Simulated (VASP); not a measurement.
# NiO (Fm-3m) in VASP: a series of runs

NiO is run at these levels: PBE+U; tasks: single point.

Everything below comes from runs of VASP 6.6.1. Logs are shortened: lines on timing, memory, paths and dates and some standing lists are left out, and cuts for length are marked.

**1. The cell of the first run**

Symmetry: Fm-3m, No. 225, cubic system. Conventional cell: a = 4.183 Å, b = 4.183 Å, c = 4.183 Å, α = 90.00°, β = 90.00°, γ = 90.00°. Within 2.8 Å of Ni (site symmetry m-3m) lie 6 O at 2.09 Å. O (site symmetry m-3m) has 6 Ni at 2.09 Å within 2.8 Å.

**2. Single point, PBE+U, collinear spin, ferromagnetic start**

INCAR

```
SYSTEM = NiO
  PREC = Accurate
  ENCUT = 520
  EDIFF = 1E-6
  ISMEAR = 0
  SIGMA = 0.1
  LREAL = .FALSE.
  LASPH = .TRUE.
  NELM = 150
  ALGO = Normal
  ISIF = 2
  LWAVE = .FALSE.
  LCHARG = .TRUE.
  ISPIN = 2
  MAGMOM = 2 0
  LORBIT = 11
  LMAXMIX = 4
  LDAU = .TRUE.
  LDAUTYPE = 2
  LDAUL = 2 -1
  LDAUU = 6.2 0
  LDAUJ = 0 0
  LDAUPRINT = 1
  GGA = PE
  LELF = .TRUE.
  LVHAR = .TRUE.
  NBANDS = 19
```

KPOINTS

```
Automatic mesh
0
G
  8 8 8
  0 0 0
```

POSCAR

```
NiO
1.0
    0.0000000000      2.0913100000      2.0913100000
    2.0913100000      0.0000000000      2.0913100000
    2.0913100000      2.0913100000      0.0000000000
Ni O
1 1
Direct
    0.0000000000      0.0000000000      0.0000000000
    0.5000000000      0.5000000000      0.5000000000
```

Potentials or basis: VASP PAW PBE potentials, release 64 (Ni, O).

Started as:

```console
$ cat potpaw_PBE.64/Ni/POTCAR potpaw_PBE.64/O/POTCAR > POTCAR
$ mpirun -np 1 vasp_std > vasp.out
```

OUTCAR:

```text
SYSTEM = NiO
   PREC = Accurate
   ENCUT = 520
   EDIFF = 1E-6
   ISMEAR = 0
   LREAL = .FALSE.
   LASPH = .TRUE.
   NELM = 150
   ISIF = 2
   ISPIN = 2
   LORBIT = 11
   GGA = PE

 ion  position               nearest neighbor table
   1  0.000  0.000  0.000-   2 2.09   2 2.09   2 2.09   2 2.09   2 2.09   2 2.09
   2  0.500  0.500  0.500-   1 2.09   1 2.09   1 2.09   1 2.09   1 2.09   1 2.09

  LATTYP: Found a face centered cubic cell.
 ALAT       =     4.1826200000

  Lattice vectors:

 A1 = (   0.0000000000,   2.0913100000,   2.0913100000)
 A2 = (   2.0913100000,   0.0000000000,   2.0913100000)
 A3 = (   2.0913100000,   2.0913100000,   0.0000000000)

Analysis of symmetry for initial positions (statically):
[... 25 lines left out ...]
The dynamic configuration has the point symmetry O_h .

Analysis of structural, dynamic, and magnetic symmetry:
=====================================================================
 Subroutine PRICEL returns:
[... 7 lines left out ...]
 out of a pool of 48 trial point group operations.

The overall configuration has the point symmetry O_h .

 Subroutine INISYM returns: Found 48 space group operations
[... 5 lines left out ...]
                                     Primitive cell

  volume of cell :      18.2930

  direct lattice vectors                    reciprocal lattice vectors
     0.000000000  2.091310000  2.091310000    -0.239084593  0.239084593  0.239084593
     2.091310000  0.000000000  2.091310000     0.239084593 -0.239084593  0.239084593
     2.091310000  2.091310000  0.000000000     0.239084593  0.239084593 -0.239084593

  length of vectors
     2.957558965  2.957558965  2.957558965     0.414106662  0.414106662  0.414106662

  position of ions in fractional coordinates (direct lattice)
[... 8 lines left out ...]
----------------------------------------------------------------------------------------

 KPOINTS: Automatic mesh

Automatic generation of k-mesh.
 Grid dimensions read from file:
 generate k-points for:    8    8    8

 Generating k-lattice:

  Cartesian coordinates                     Fractional coordinates (reciprocal lattice)
    -0.029885574  0.029885574  0.029885574     0.125000000  0.000000000  0.000000000
     0.029885574 -0.029885574  0.029885574     0.000000000  0.125000000  0.000000000
     0.029885574  0.029885574 -0.029885574     0.000000000  0.000000000  0.125000000

  Length of vectors
     0.051763333  0.051763333  0.051763333

  Shift w.r.t. Gamma in fractional coordinates (k-lattice)
     0.000000000  0.000000000  0.000000000

 Subroutine IBZKPT returns following result:
 ===========================================

 Found     29 irreducible k-points:

 Following reciprocal coordinates:
            Coordinates               Weight
  0.000000  0.000000  0.000000      1.000000
  0.125000  0.000000  0.000000      8.000000
  0.250000  0.000000  0.000000      8.000000
  0.375000  0.000000  0.000000      8.000000
  0.500000  0.000000  0.000000      4.000000
  0.125000  0.125000  0.000000      6.000000
[... 16 lines left out ...]
  0.500000  0.250000  0.125000     48.000000
 -0.375000  0.250000  0.125000     24.000000
 [... further k-points ...]
   k-points           NKPTS =     29   k-points in BZ     NKDIM =     29   number of bands    NBANDS=     19
   number of dos      NEDOS =    301   number of ions     NIONS =      2
   total plane-waves  NPLWV =  13824
   dimension x,y,z NGX =    24 NGY =   24 NGZ =   24
   dimension x,y,z NGXF=    48 NGYF=   48 NGZF=   48
   ions per type =               1   1
   NGX,Y,Z   is equivalent  to a cutoff of  13.49, 13.49, 13.49 a.u.
   NGXF,Y,Z  is equivalent  to a cutoff of  26.98, 26.98, 26.98 a.u.
 SYSTEM =  NiO
   PREC   = accura    normal or accurate (medium, high low for compatibility)
   ISTART =      0    job   : 0-new  1-cont  2-samecut
   ICHARG =      2    charge: 1-file 2-atom 10-const
   ISPIN  =      2    spin polarized calculation?
   LNONCOLLINEAR =      F non collinear calculations
   LSORBIT =      F    spin-orbit coupling
   LASPH  =      T    aspherical Exc in radial PAW
   ENCUT  =  520.0 eV  38.22 Ry    6.18 a.u.   5.50  5.50  5.50*2*pi/ulx,y,z
   NELM   =    150;   NELMIN=  2; NELMDL= -5     # of ELM steps
   EDIFF  = 0.1E-05   stopping-criterion for ELM
   LREAL  =      F    real-space projection
   EDIFFG = 0.1E-04   stopping-criterion for IOM
   NSW    =      0    number of steps for IOM
   IBRION =     -1    ionic relax: 0-MD 1-quasi-New 2-CG
   NFREE  =      0    steps in history (QN), initial steepest desc. (CG)
   ISIF   =      2    stress and relaxation
   ISYM   =      2    0-nonsym 1-usesym 2-fastsym
   POTIM  = 0.5000    time-step for ionic-motion
   TEBEG  =    0.0;   TEEND  =   0.0 temperature during run
   PSTRESS=    0.0 pullay stress
   NELECT =      16.0000    total number of electrons
   NUPDOWN=      -1.0000    fix difference up-down
   EMIN   =  10.00;   EMAX   =-10.00  energy-range for DOS
   EFERMI =   0.00;   METHOD = LEGACY
   ISMEAR =     0;   SIGMA  =   0.10  broadening in eV -4-tet -1-fermi 0-gaus
   EFERMI_NEDOS =   21; number of points for ismear=-14 and -15
   IALGO  =     38    algorithm
   IMIX   =      4    mixing-type and parameters
     AMIX     =   0.40;   BMIX     =  1.00
     AMIX_MAG =   1.60;   BMIX_MAG =  1.00
  volume/ion in A,a.u.               =       9.15        61.72
  Fermi-wavevector in a.u.,A,eV,Ry     =   1.565620  2.958593 33.350146  2.451167
  Thomas-Fermi vector in A             =   2.668069
   LORBIT       =     11    0 simple, 1 ext, 2 COOP (PROOUT), +10 PAW based schemes
 LDA+U is selected, type is set to LDAUTYPE =  2
   angular momentum for each species LDAUL =     2   -1
   U (eV)           for each species LDAUU =   6.2  0.0
   J (eV)           for each species LDAUJ =   0.0  0.0
   GGA     = PE    functional components
   LHFCALC =     F    Hartree Fock is set to
   AEXX    =    0.0000 exact exchange contribution
   IVDW    =     0    specifies the selected vdW correction
   LEPSILON=     F    determine dielectric tensor
   LRPA    =     F    only Hartree local field effects (RPA)
 spin polarized calculation
 Gauss-broadening in eV      SIGMA  =   0.10
  energy-cutoff  :      520.00
  volume of cell :       18.29
 maximum number of plane-waves:       531
 NGX is ok and might be reduce to    24
   NGX = 11   NGY = 11   NGZ = 11

atom =   1  type =  1  l = 2

 onsite density matrix

spin component  1

  0.9836 -0.0000 -0.0000 -0.0000 -0.0000
 -0.0000  0.9836  0.0000 -0.0000 -0.0000
 -0.0000  0.0000  1.0374  0.0000  0.0000
 -0.0000 -0.0000  0.0000  0.9836 -0.0000
 -0.0000 -0.0000  0.0000 -0.0000  1.0374

spin component  2

  0.9822 -0.0000  0.0000 -0.0000  0.0000
 -0.0000  0.9822  0.0000 -0.0000  0.0000
  0.0000  0.0000  0.1384  0.0000  0.0000
 -0.0000 -0.0000  0.0000  0.9822  0.0000
  0.0000  0.0000  0.0000  0.0000  0.1384

 occupancies and eigenvectors

  o =  0.1384  v =  0.0000  0.0000  0.0000  0.0000  0.0000  0.0000 -0.0000  1.0000 -0.0000  0.0033      0.0000  0.0000  0.0000  0.0000  0.0000  0.0000  0.0000  0.0000  0.0000  0.0000
  o =  0.1384  v =  0.0000  0.0000  0.0000  0.0000  0.0000  0.0000  0.0000  0.0033  0.0000 -1.0000      0.0000  0.0000  0.0000  0.0000  0.0000  0.0000  0.0000  0.0000  0.0000  0.0000
  o =  0.9822  v =  0.0000  0.0000  0.0000  0.0000  0.0000  0.0000 -0.5997  0.0000  0.8003 -0.0000      0.0000  0.0000  0.0000  0.0000  0.0000  0.0000  0.0000  0.0000  0.0000  0.0000
  o =  0.9822  v =  0.0000  0.0000  0.0000  0.0000  0.0000  0.0000 -0.8003  0.0000 -0.5997 -0.0000      0.0000  0.0000  0.0000  0.0000  0.0000  0.0000  0.0000  0.0000  0.0000  0.0000
  o =  0.9822  v =  0.0000  0.0000  0.0000  0.0000  0.0000  1.0000  0.0000  0.0000  0.0000  0.0000      0.0000  0.0000  0.0000  0.0000  0.0000  0.0000  0.0000  0.0000  0.0000  0.0000
  o =  0.9836  v =  0.0000  0.6884 -0.0000 -0.7254  0.0000  0.0000  0.0000  0.0000  0.0000  0.0000      0.0000  0.0000  0.0000  0.0000  0.0000  0.0000  0.0000  0.0000  0.0000  0.0000
  o =  0.9836  v =  1.0000  0.0000  0.0000  0.0000  0.0000  0.0000  0.0000  0.0000  0.0000  0.0000      0.0000  0.0000  0.0000  0.0000  0.0000  0.0000  0.0000  0.0000  0.0000  0.0000
  o =  0.9836  v =  0.0000  0.7254 -0.0000  0.6884 -0.0000  0.0000  0.0000  0.0000  0.0000  0.0000      0.0000  0.0000  0.0000  0.0000  0.0000  0.0000  0.0000  0.0000  0.0000  0.0000
  o =  1.0374  v =  0.0000  0.0000  0.0192 -0.0000 -0.9998  0.0000  0.0000  0.0000  0.0000  0.0000      0.0000  0.0000  0.0000  0.0000  0.0000  0.0000  0.0000  0.0000  0.0000  0.0000
  o =  1.0374  v =  0.0000  0.0000  0.9998 -0.0000  0.0192  0.0000  0.0000  0.0000  0.0000  0.0000      0.0000  0.0000  0.0000  0.0000  0.0000  0.0000  0.0000  0.0000  0.0000  0.0000

 number of electron      16.0000005 magnetization       2.0000003

 Free energy of the ion-electron system (eV)
  ---------------------------------------------------
  ext. energy  EPLUGINS =         0.00000000
  ---------------------------------------------------
  free energy    TOTEN  =       -10.16415465 eV

  energy without entropy =      -10.16415465  energy(sigma->0) =      -10.16415465

 E-fermi :   7.2641     XC(G=0): -12.6207

 val. band max:        6.7495594776   @ k =   0.5000   0.0000   0.0000
 cond. band min:       9.2787581734   @ k =   0.0000   0.0000   0.0000
 fundamental gap:      2.5291986958
 Fermi energy:         7.2640887013

 spin component 1

 k-point     1 :       0.0000    0.0000    0.0000
  band No.  band energies     occupation
      1     -12.0848      1.00000
      2       0.6244      1.00000
      3       0.6245      1.00000
      4       1.7407      1.00000
      5       1.7408      1.00000
      6       1.7408      1.00000
[... 505 lines left out ...]
      6       2.3399      1.00000
[... 11 lines left out ...]
     18      36.9399      0.00000
     19      37.7469      0.00000

 [... further k-points ...]

 spin component 2

 k-point     1 :       0.0000    0.0000    0.0000
  band No.  band energies     occupation
      1     -11.7795      1.00000
      2       2.7327      1.00000
      3       2.7331      1.00000
      4       2.7334      1.00000
      5       5.6906      1.00000
      6       5.6906      1.00000
[... 505 lines left out ...]
      6       4.5033      1.00000
[... 11 lines left out ...]
     18      39.0098      0.00000
     19      40.1011      0.00000

 [... further k-points ...]
[... 5 lines left out ...]
  --------------------------------------------------------------------------------------
  -------------------------------------------------------------------------------------
  Total        0.2182179      0.2182179      0.2182179     -0.0000000     -0.0000000      0.0000000
  in kB       19.1124186     19.1124186     19.1124186     -0.0000000     -0.0000000      0.0000000
  external PRESSURE =      19.1124186 kB  Pullay stress =       0.0000000 kB

 VOLUME and BASIS-vectors are now :
 -----------------------------------------------------------------------------
  energy-cutoff  :      520.00
  volume of cell :       18.29
      direct lattice vectors                 reciprocal lattice vectors
     0.000000000  2.091310000  2.091310000    -0.239084593  0.239084593  0.239084593
     2.091310000  0.000000000  2.091310000     0.239084593 -0.239084593  0.239084593
     2.091310000  2.091310000  0.000000000     0.239084593  0.239084593 -0.239084593

 POSITION                                       TOTAL-FORCE (eV/Angst)
 -----------------------------------------------------------------------------------
      0.00000      0.00000      0.00000         0.000000      0.000000      0.000000
      2.09131      2.09131      2.09131        -0.000000     -0.000000     -0.000000
 -----------------------------------------------------------------------------------
    total drift:                                0.000000     -0.000000     -0.000000

  FREE ENERGIE OF THE ION-ELECTRON SYSTEM (eV)
  ---------------------------------------------------
  free  energy   TOTEN  =       -10.1641546526 eV

  energy  without entropy=      -10.1641546526  energy(sigma->0) =      -10.16415465

 total charge

# of ion       s       p       d       tot
------------------------------------------
    1        0.343   0.423   8.221   8.987
    2        1.547   3.482   0.000   5.029
--------------------------------------------------
tot          1.890   3.905   8.221  14.017

 magnetization (x)

# of ion       s       p       d       tot
------------------------------------------
    1        0.012   0.013   1.799   1.824
    2        0.017   0.153   0.000   0.171
--------------------------------------------------
tot          0.029   0.166   1.799   1.995
```

It took 21 s on 1 thread of Intel Xeon Platinum 8488C (Sapphire Rapids), shared host; peak memory 0.16 GiB.

What came out:

```yaml
Free_energy: -10.1642 eV
Pressure: 1.9 GPa
Band_gap_on_the_k_mesh: 2.53 eV, indirect (least direct gap 3.37 eV)
Net_moment: 2.00 μB per cell
Site_moments: Ni +1.82; O +0.17 μB
Valence_electrons_inside_the_program's_atomic_spheres: Ni 8.99; O 5.03
```

Levels at points of the mesh, in eV from the valence-band top:
Spin up:
```tsv
k point	band 5	band 6	band 7	band 8	band 9	band 10	band 11	band 12	band 13	band 14
(0.00, 0.00, 0.00)	-5.01	-5.01	-1.40	-1.40	-1.40	2.72	17.88	17.88	17.88	19.00
(0.50, 0.00, 0.00)	-4.50	-4.50	-3.10	0.00	0.00	6.74	11.12	14.99	14.99	20.83
(0.50, 0.50, 0.00)	-5.09	-4.18	-4.18	-2.77	-2.77	7.04	11.50	11.93	17.72	17.72
```
Spin down:
| k point | band 3 | band 4 | band 5 | band 6 | band 7 | band 8 | band 9 | band 10 | band 11 | band 12 |
| --- | --- | --- | --- | --- | --- | --- | --- | --- | --- | --- |
| (0.00, 0.00, 0.00) | -4.02 | -4.02 | -1.06 | -1.06 | -1.06 | 2.53 | 2.53 | 3.07 | 18.15 | 18.15 |
| (0.50, 0.00, 0.00) | -4.04 | -4.04 | -2.21 | -1.98 | -1.98 | 4.87 | 4.87 | 6.92 | 11.57 | 15.38 |
| (0.50, 0.50, 0.00) | -4.76 | -3.11 | -3.11 | -2.45 | -2.45 | 2.98 | 3.43 | 7.68 | 11.79 | 12.19 |

Eigenvalues of the final occupation matrices:
```csv
site,spin,trace,eigenvalues
site 1 d,1,5.03,0.98 0.98 0.98 1.04 1.04
site 1 d,2,3.22,0.14 0.14 0.98 0.98 0.98
```

Caveat: a cell with one magnetic atom can't hold antiferromagnetic order, which such compounds often take.

[end of part 1 of 2]
